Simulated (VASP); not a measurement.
# Sb2Te4O (R-3m) in VASP: further runs

Sb2Te4O is run at these levels: PBE; tasks: single point.

Program: VASP 6.6.1. These are calculated values, not measurements. Logs are shortened: lines on timing, memory, paths and dates and some standing lists are left out, and cuts for length are marked.

### Step 1. The cell of the first run

It takes space group R-3m (No. 166, trigonal). Conventional cell: a = 4.299 Å, b = 4.299 Å, c = 35.845 Å, α = 90.00°, β = 90.00°, γ = 120.00°. Within 3.6 Å of Sb (site symmetry 3m) lie 3 O at 2.70 Å and 3 Te at 3.07 Å and 3 Sb at 3.28 Å. Te (site symmetry 3m) has 4 Sb at 3.07 to 3.95 Å and 3 Te at 3.32 Å and 3 O at 3.80 Å within 4.0 Å. Within 4.0 Å of Te (site symmetry 3m) lie 6 Te at 3.05 to 3.32 Å. O (site symmetry -3m) has 6 Sb at 2.70 Å within 3.6 Å.

### Step 2. Single point, PBE

Contents of INCAR:

```
SYSTEM = Sb2Te4O
  PREC = Accurate
  ENCUT = 600
  EDIFF = 1E-6
  ISMEAR = 0
  SIGMA = 0.15
  LREAL = .False.
  LASPH = .True.
  NELM = 120
  ALGO = Normal
  ISIF = 2
  LWAVE = .False.
  LCHARG = .False.
  GGA = PE
  NBANDS = 29
  GGA_COMPAT = .False.
```

Contents of KPOINTS:

```
Automatic mesh
0
Gamma
  3 3 3
  0 0 0
```

Contents of POSCAR:

```
Sb2Te4O
1.0
    2.1493291581      1.2409157680     11.9483889076
   -2.1493291581      1.2409157680     11.9483889076
    0.0000000000     -2.4818315360     11.9483889076
Sb Te O
2 4 1
Direct
    0.3033406276      0.3033406276      0.3033406276
    0.6966593724      0.6966593724      0.6966593724
    0.5864915187      0.5864915187      0.5864915187
    0.4135084813      0.4135084813      0.4135084813
    0.1418702793      0.1418702793      0.1418702793
    0.8581297207      0.8581297207      0.8581297207
    0.0000000000      0.0000000000      0.0000000000
```

Potentials or basis: VASP PAW PBE potentials, release 64 (Sb, Te, O).

Started as:

```console
$ cat potpaw_PBE.64/Sb/POTCAR potpaw_PBE.64/Te/POTCAR potpaw_PBE.64/O/POTCAR > POTCAR
$ mpirun -np 1 vasp_std > vasp.out
```

OUTCAR:

```text
SYSTEM = Sb2Te4O
   PREC = Accurate
   ENCUT = 600
   EDIFF = 1E-6
   ISMEAR = 0
   LREAL = .False.
   LASPH = .True.
   NELM = 120
   ISIF = 2
   GGA = PE

 ion  position               nearest neighbor table
   1  0.303  0.303  0.303-   7 2.70   7 2.70   7 2.70   3 3.07   3 3.07   3 3.07   2 3.28   2 3.28
                             2 3.28
   2  0.697  0.697  0.697-   7 2.70   7 2.70   7 2.70   4 3.07   4 3.07   4 3.07   1 3.28   1 3.28
                             1 3.28
   3  0.586  0.586  0.586-   1 3.07   1 3.07   1 3.07   6 3.32   6 3.32   6 3.32
   4  0.414  0.414  0.414-   2 3.07   2 3.07   2 3.07   5 3.32   5 3.32   5 3.32
   5  0.142  0.142  0.142-   6 3.05   6 3.05   6 3.05   4 3.32   4 3.32   4 3.32
   6  0.858  0.858  0.858-   5 3.05   5 3.05   5 3.05   3 3.32   3 3.32   3 3.32
   7  0.000  0.000  0.000-   2 2.70   1 2.70   2 2.70   2 2.70   1 2.70   1 2.70

  LATTYP: Found a trigonal (rhomboedric) cell.
 ALAT       =    12.2034210474
 COS(alpha) =     0.9379598749

  Lattice vectors:

 A1 = (   2.1493291581,   1.2409157680,  11.9483889076)
 A2 = (  -2.1493291581,   1.2409157680,  11.9483889076)
 A3 = (   0.0000000000,  -2.4818315360,  11.9483889076)

Analysis of symmetry for initial positions (statically):
=====================================================================
 Subroutine PRICEL returns:
 Original cell was already a primitive cell.

 Routine SETGRP: Setting up the symmetry group for a
 trigonal (rhombohedral) supercell.

 Subroutine GETGRP returns: Found 12 space group operations
 (whereof 12 operations were pure point group operations)
 out of a pool of 12 trial point group operations.

The static configuration has the point symmetry D_3d.

Analysis of symmetry for dynamics (positions and initial velocities):
=====================================================================
 Subroutine PRICEL returns:
 Original cell was already a primitive cell.

 Routine SETGRP: Setting up the symmetry group for a
 trigonal (rhombohedral) supercell.

 Subroutine GETGRP returns: Found 12 space group operations
 (whereof 12 operations were pure point group operations)
 out of a pool of 12 trial point group operations.

The dynamic configuration has the point symmetry D_3d.

 Subroutine INISYM returns: Found 12 space group operations
 (whereof 12 operations are pure point group operations),
 and found     1 'primitive' translations

----------------------------------------------------------------------------------------

                                     Primitive cell

  volume of cell :     191.2079

  direct lattice vectors                    reciprocal lattice vectors
     2.149329158  1.240915768 11.948388908     0.232630725  0.134309412  0.027897764
    -2.149329158  1.240915768 11.948388908    -0.232630725  0.134309412  0.027897764
     0.000000000 -2.481831536 11.948388908     0.000000000 -0.268618823  0.027897764

  length of vectors
    12.203421047 12.203421047 12.203421047     0.270063617  0.270063617  0.270063617

  position of ions in fractional coordinates (direct lattice)
     0.303340628  0.303340628  0.303340628
     0.696659372  0.696659372  0.696659372
     0.586491519  0.586491519  0.586491519
     0.413508481  0.413508481  0.413508481
     0.141870279  0.141870279  0.141870279
     0.858129721  0.858129721  0.858129721
     0.000000000  0.000000000  0.000000000

  ion indices of the primitive-cell ions
   primitive index   ion index
                 1           1
                 2           2
                 3           3
                 4           4
                 5           5
                 6           6
                 7           7

----------------------------------------------------------------------------------------

 KPOINTS: Automatic mesh

Automatic generation of k-mesh.
 Grid dimensions read from file:
 generate k-points for:    3    3    3

 Generating k-lattice:

  Cartesian coordinates                     Fractional coordinates (reciprocal lattice)
     0.077543575  0.044769804  0.009299255     0.333333333 -0.000000000  0.000000000
    -0.077543575  0.044769804  0.009299255    -0.000000000  0.333333333  0.000000000
     0.000000000 -0.089539608  0.009299255     0.000000000  0.000000000  0.333333333

  Length of vectors
     0.090021206  0.090021206  0.090021206

  Shift w.r.t. Gamma in fractional coordinates (k-lattice)
     0.000000000  0.000000000  0.000000000

 Subroutine IBZKPT returns following result:
 ===========================================

 Found      6 irreducible k-points:

 Following reciprocal coordinates:
            Coordinates               Weight
  0.000000  0.000000  0.000000      1.000000
  0.333333 -0.000000 -0.000000      6.000000
  0.333333  0.333333 -0.000000      6.000000
 -0.333333  0.333333  0.000000      6.000000
  0.333333  0.333333  0.333333      2.000000
 -0.333333  0.333333  0.333333      6.000000
   k-points           NKPTS =      6   k-points in BZ     NKDIM =      6   number of bands    NBANDS=     29
   number of dos      NEDOS =    301   number of ions     NIONS =      7
   total plane-waves  NPLWV = 941192
   dimension x,y,z NGX =    98 NGY =   98 NGZ =   98
   dimension x,y,z NGXF=   196 NGYF=  196 NGZF=  196
   ions per type =               2   4   1
   NGX,Y,Z   is equivalent  to a cutoff of  13.35, 13.35, 13.35 a.u.
   NGXF,Y,Z  is equivalent  to a cutoff of  26.70, 26.70, 26.70 a.u.
 SYSTEM =  Sb2Te4O
   PREC   = accura    normal or accurate (medium, high low for compatibility)
   ISTART =      0    job   : 0-new  1-cont  2-samecut
   ICHARG =      2    charge: 1-file 2-atom 10-const
   ISPIN  =      1    spin polarized calculation?
   LNONCOLLINEAR =      F non collinear calculations
   LSORBIT =      F    spin-orbit coupling
   LASPH  =      T    aspherical Exc in radial PAW
   ENCUT  =  600.0 eV  44.10 Ry    6.64 a.u.  24.37 24.37 24.37*2*pi/ulx,y,z
   NELM   =    120;   NELMIN=  2; NELMDL= -5     # of ELM steps
   EDIFF  = 0.1E-05   stopping-criterion for ELM
   LREAL  =      F    real-space projection
[... 7 lines left out ...]
   TEBEG  =    0.0;   TEEND  =   0.0 temperature during run
   PSTRESS=    0.0 pullay stress
   NELECT =      40.0000    total number of electrons
   NUPDOWN=      -1.0000    fix difference up-down
   EMIN   =  10.00;   EMAX   =-10.00  energy-range for DOS
   EFERMI =   0.00;   METHOD = LEGACY
   ISMEAR =     0;   SIGMA  =   0.15  broadening in eV -4-tet -1-fermi 0-gaus
   EFERMI_NEDOS =   21; number of points for ismear=-14 and -15
   IALGO  =     38    algorithm
   IMIX   =      4    mixing-type and parameters
     AMIX     =   0.40;   BMIX     =  1.00
     AMIX_MAG =   1.60;   BMIX_MAG =  1.00
  volume/ion in A,a.u.               =      27.32       184.33
  Fermi-wavevector in a.u.,A,eV,Ry     =   0.971836  1.836503 12.850223  0.944465
  Thomas-Fermi vector in A             =   2.102085
   LORBIT       =      0    0 simple, 1 ext, 2 COOP (PROOUT), +10 PAW based schemes
   GGA     = PE    functional components
   LHFCALC =     F    Hartree Fock is set to
   AEXX    =    0.0000 exact exchange contribution
   IVDW    =     0    specifies the selected vdW correction
   LEPSILON=     F    determine dielectric tensor
   LRPA    =     F    only Hartree local field effects (RPA)
 non-spin polarized calculation
 Gauss-broadening in eV      SIGMA  =   0.15
  energy-cutoff  :      600.00
  volume of cell :      191.21
 maximum number of plane-waves:      6399
 NGX is ok and might be reduce to    98
   NGX = 49   NGY = 49   NGZ = 49

 number of electron      39.9999998 magnetization

 Free energy of the ion-electron system (eV)
  ---------------------------------------------------
  ext. energy  EPLUGINS =         0.00000000
  ---------------------------------------------------
  free energy    TOTEN  =       -26.11814235 eV

  energy without entropy =      -26.06095363  energy(sigma->0) =      -26.08954799

 E-fermi :   6.9958     XC(G=0):  -9.6529

 val. band max:        6.9465426986   @ k =   0.3333   0.3333  -0.0000
 cond. band min:       7.0041618097   @ k =   0.3333  -0.0000  -0.0000
 fundamental gap:      0.0576191111
 Fermi energy:         6.9957599028

 k-point     1 :       0.0000    0.0000    0.0000
  band No.  band energies     occupation
      1     -10.4069      2.00000
      2      -6.7272      2.00000
      3      -5.5917      2.00000
      4      -5.0863      2.00000
      5      -2.9903      2.00000
      6      -1.8445      2.00000
[... 21 lines left out ...]
     28       9.7030      0.00000
     29      10.9483      0.00000

 k-point     2 :       0.3333   -0.0000   -0.0000
  band No.  band energies     occupation
      1     -10.2279      2.00000
      2      -5.8644      2.00000
      3      -4.8663      2.00000
      4      -4.6262      2.00000
      5      -3.4182      2.00000
      6      -2.3912      2.00000
[... 21 lines left out ...]
     28      10.2766      0.00000
     29      10.8562      0.00000

 k-point     3 :       0.3333    0.3333   -0.0000
  band No.  band energies     occupation
      1     -10.2279      2.00000
      2      -5.8589      2.00000
      3      -4.9698      2.00000
      4      -4.4605      2.00000
      5      -3.5499      2.00000
      6      -2.2928      2.00000
[... 21 lines left out ...]
     28      10.4944      0.00000
     29      10.8652      0.00000

 k-point     4 :      -0.3333    0.3333    0.0000
  band No.  band energies     occupation
      1     -10.1363      2.00000
      2      -4.5983      2.00000
      3      -4.5982      2.00000
      4      -4.2209      2.00000
      5      -4.2012      2.00000
      6      -2.5722      2.00000
[... 21 lines left out ...]
     28      11.0219      0.00000
     29      12.3546      0.00000

 k-point     5 :       0.3333    0.3333    0.3333
  band No.  band energies     occupation
      1     -10.4069      2.00000
      2      -6.7277      2.00000
      3      -5.6334      2.00000
      4      -4.9942      2.00000
      5      -3.2068      2.00000
      6      -1.4728      2.00000
[... 21 lines left out ...]
     28       9.6020      0.00000
     29      11.0877      0.00000

 k-point     6 :      -0.3333    0.3333    0.3333
  band No.  band energies     occupation
      1     -10.2279      2.00000
      2      -5.8559      2.00000
      3      -4.9934      2.00000
      4      -4.4373      2.00000
      5      -3.5232      2.00000
      6      -2.3617      2.00000
[... 21 lines left out ...]
     28      10.0414      0.00000
     29      10.9500      0.00000

------------------------ aborting loop because EDIFF is reached ----------------------------------------

  FORCE on cell =-STRESS in cart. coord.  units (eV):
  Direction    XX          YY          ZZ          XY          YZ          ZX
  --------------------------------------------------------------------------------------
  -------------------------------------------------------------------------------------
  Total       -0.0652122     -0.0652122     -0.0440850      0.0000000      0.0000000      0.0000000
  in kB       -0.5464290     -0.5464290     -0.3693989      0.0000000      0.0000000      0.0000000
  external PRESSURE =      -0.4874190 kB  Pullay stress =       0.0000000 kB

 VOLUME and BASIS-vectors are now :
 -----------------------------------------------------------------------------
  energy-cutoff  :      600.00
  volume of cell :      191.21
      direct lattice vectors                 reciprocal lattice vectors
     2.149329158  1.240915768 11.948388908     0.232630725  0.134309412  0.027897764
    -2.149329158  1.240915768 11.948388908    -0.232630725  0.134309412  0.027897764
     0.000000000 -2.481831536 11.948388908     0.000000000 -0.268618823  0.027897764

 POSITION                                       TOTAL-FORCE (eV/Angst)
 -----------------------------------------------------------------------------------
      0.00000      0.00000     10.87330         0.000000     -0.000000      0.053355
      0.00000      0.00000     24.97187         0.000000     -0.000000     -0.053355
      0.00000      0.00000     21.02289         0.000000     -0.000000     -0.058007
      0.00000      0.00000     14.82228         0.000000     -0.000000      0.058007
      0.00000      0.00000      5.08536         0.000000     -0.000000     -0.045867
      0.00000      0.00000     30.75980         0.000000      0.000000      0.045867
      0.00000      0.00000      0.00000         0.000000      0.000000     -0.000000
 -----------------------------------------------------------------------------------
    total drift:                                0.000000      0.000000     -0.000000

  FREE ENERGIE OF THE ION-ELECTRON SYSTEM (eV)
  ---------------------------------------------------
  free  energy   TOTEN  =       -26.1181423498 eV

  energy  without entropy=      -26.0609536296  energy(sigma->0) =      -26.08954799
```

Wall time 14 min (1 thread of Intel Xeon 8259CL, shared host); peak memory 1.6 GiB.

What came out:

```yaml
Free_energy: -26.1181 eV
Pressure: 0.0 GPa
Largest_force: 0.058 eV/Å
Band_gap_on_the_k_mesh: zero (bands 20 and 21 overlap by 0.55 eV)
```

Forces in eV/Å, atoms in the order of the input:
```
Sb   0.000  0.000  0.053
Sb   0.000  0.000 -0.053
Te   0.000  0.000 -0.058
Te   0.000  0.000  0.058
Te   0.000  0.000 -0.046
Te   0.000  0.000  0.046
O    0.000  0.000  0.000
```

Caveat: the k points lie up to 0.57 Å⁻¹ apart, too coarse for converged energies and pressures of a metal; spin-orbit coupling is left out, which moves the levels of the heavy elements.

### Step 3. Single point, PBE

This run uses another cell than the first one, of 27.89 Å³/atom.

Contents of INCAR:

```
ALGO     = Normal         # electronic algorithm
EDIFF    = 1E-6           # SCF threshold, eV
ENCUT    = 600            # plane-wave cutoff, eV
GGA      = PE             # functional
GGA_COMPAT= False        
ISIF     = 2              # what is computed and relaxed
ISMEAR   = 0              # smearing method
LASPH    = True           # aspherical terms in the spheres
LCHARG   = False          # write CHGCAR
LREAL    = False          # projectors in reciprocal space
LWAVE    = False          # write WAVECAR
NBANDS   = 29             # bands
NELM     = 120            # most SCF steps
PREC     = Accurate       # precision mode
SIGMA    = 0.15           # smearing width, eV
```

Contents of KPOINTS:

```
k-points
0
Gamma
  3 3 3
```

Contents of POSCAR:

```
Sb2Te4O
1.0
    3.2069961519      1.8515600902      5.4794899525
   -3.2069961519      1.8515600902      5.4794899525
    0.0000000000     -3.7031201845      5.4794899511
Sb Te O
2 4 1
Direct
    0.1819259752      0.1819259752      0.1819259752
    0.8180740248      0.8180740248      0.8180740248
    0.5000000000      0.5000000000      0.0000000000
    0.0000000000      0.5000000000      0.5000000000
    0.5000000000      0.0000000000      0.5000000000
    0.0000000000      0.0000000000      0.0000000000
    0.5000000000      0.5000000000      0.5000000000
```

Potentials or basis: VASP PAW PBE potentials, release 64 (Sb, Te, O).

Started as:

```console
$ cat potpaw_PBE.64/Sb/POTCAR potpaw_PBE.64/Te/POTCAR potpaw_PBE.64/O/POTCAR > POTCAR
$ mpirun -np 1 vasp_std > vasp.out
```

Run time: 3.4 min. Hardware: 1 thread of Intel Xeon 8259CL, shared host; peak memory 0.41 GiB.

It converged, with:

```
Free energy            : -21.5317 eV
Pressure               : 0.1 GPa
Largest force          : 0.018 eV/Å
Band gap on the k mesh : zero (bands 20 and 21 overlap by 0.80 eV)
```

Forces in eV/Å, atoms in the order of the input:
```
Sb   0.000  0.000  0.018
Sb   0.000  0.000 -0.018
Te   0.000  0.000  0.000
Te   0.000  0.000  0.000
Te   0.000  0.000  0.000
Te   0.000  0.000  0.000
O    0.000  0.000  0.000
```

Stress tensor (GPa, compression positive):
```
 0.54  0.00  0.00
 0.00  0.54  0.00
 0.00  0.00 -0.69
```

Levels at points of the mesh, in eV from the Fermi level:
```tsv
k point	band 18	band 19	band 20	band 21	band 22	band 23
(0.00, 0.00, 0.00)	-0.39	0.02	0.78	0.79	0.79	0.83
```

Caveat: the k points lie up to 0.40 Å⁻¹ apart, too coarse for converged energies and pressures of a metal; spin-orbit coupling is left out, which moves the levels of the heavy elements.
